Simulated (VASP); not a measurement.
Wanted: the native input for a VASP 6.6.1 run.

```
Task                   : dielectric tensor
Functional             : r2SCAN
Potentials or basis    : VASP PAW PBE potentials, release 64 (Mg, Te)
Cutoff                 : 580 eV
k mesh                 : 6 × 6 × 4
Occupations            : gaussian, width 0.01 eV
Spin                   : no spin polarisation
Dipole correction      : no
Further INCAR settings : ALGO = Normal; EDIFF = 1e-08
```

The structure of MgTe lies in POSCAR:

```
MgTe
1.0
    4.7607410717      0.0000000000      0.0000000000
   -2.3803705359      4.1229227089      0.0000000000
    0.0000000000      0.0000000000      7.2087140759
Mg Te
2 2
Direct
    0.3333333333      0.6666666667     -0.0077827897
    0.6666666667      0.3333333333      0.4922172103
    0.3333333333      0.6666666667      0.3827827897
    0.6666666667      0.3333333333      0.8827827897
```

This cell differs from its parent crystal: epitaxial xy strain +4.0%.

The input as run:

INCAR

```
SYSTEM = MgTe
PREC = Accurate
ENCUT = 580
EDIFF = 1E-8
ISMEAR = 0
SIGMA = 0.01
LREAL = .FALSE.
LASPH = .TRUE.
NELM = 120
ALGO = Normal
ISIF = 2
LWAVE = .FALSE.
LCHARG = .FALSE.
METAGGA = R2SCAN
LMIXTAU = .TRUE.
LCALCEPS = .TRUE.
GGA_COMPAT = .FALSE.
```

KPOINTS

```
Automatic mesh
0
G
  6 6 4
  0 0 0
```

Potentials or basis: VASP PAW PBE potentials, release 64 (Mg, Te).

Launch:

```bash
$ cat potpaw_PBE.64/Mg/POTCAR potpaw_PBE.64/Te/POTCAR > POTCAR
$ mpirun -np 1 vasp_std > vasp.out
```

Results of the run:

```
Band gap on the k mesh                  : 2.66 eV
Electronic dielectric tensor (diagonal) : 4.91, 4.91, 4.99
Born charges (mean of the diagonal)     : Mg +1.98; Te -1.98 e
```

Caveat: the cell differs from its parent crystal (epitaxial xy strain +4.0%); the structure was generated, so it needn't be the stable form of MgTe; spin-orbit coupling is left out, which moves the levels of the heavy elements.

Wall time 40 min on 1 thread of Intel(R) Xeon(R) 6975P-C (Granite Rapids), on a shared host, peak memory 0.84 GiB.
